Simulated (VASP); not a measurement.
The system is Ni.

```xyz
1
Lattice="2.4057 0.0000 0.0000 -1.2028 2.0834 0.0000 0.0000 0.0000 2.2614" Properties=species:S:1:pos:R:3 pbc="T T T"
Ni    0.0000    0.0000    0.0000
```

| Item | Value |
| --- | --- |
| Program | VASP 6.6.1 |
| Task | relaxation of cell and atoms |
| Functional | PBE |
| Potentials or basis | VASP PAW PBE potentials, release 64 (Ni) |
| Cutoff | 600 eV |
| k mesh | 18 × 18 × 17 |
| Occupations | fermi-dirac, width 0.1 eV |
| Spin | collinear spin, ferromagnetic start |
| Starting moments | [1.0] μB |

At the start: pressure 7.3 GPa; volume 11.33 Å³/atom.

**Question.** How do energy, volume and symmetry change on relaxing?

**Answer.** Over 9 steps the energy falls by 21.8 meV/atom and the volume is 11.84 Å³/atom (+4.4 %); space group P6/mmm (No. 191, to 0.05 Å); moment 0.48 μB per cell.

Step by step:
| step | energy change (eV) | largest force (eV/Å) | pressure (GPa) | volume (Å³) |
| --- | --- | --- | --- | --- |
| 1 | 0.0000 | 0.0000 | 7.34 | 11.33 |
| 2 | -0.0161 | 0.0000 | -3.93 | 12.20 |
| 3 | -0.0215 | 0.0000 | -0.65 | 11.88 |
| 4 | -0.0215 | 0.0000 | -0.77 | 11.89 |
| 5 | -0.0217 | 0.0000 | 0.26 | 11.82 |
| 6 | -0.0218 | 0.0000 | -0.08 | 11.84 |
| 7 | -0.0218 | 0.0000 | -0.11 | 11.84 |
| 8 | -0.0218 | 0.0000 | -0.12 | 11.84 |
| 9 | -0.0218 | 0.0000 | 0.00 | 11.84 |

Final structure:
```xyz
1
Lattice="2.4124 0.0000 0.0000 -1.2062 2.0892 0.0000 0.0000 0.0000 2.3483" Properties=species:S:1:pos:R:3 pbc="T T T"
Ni    0.0000    0.0000    0.0000
```
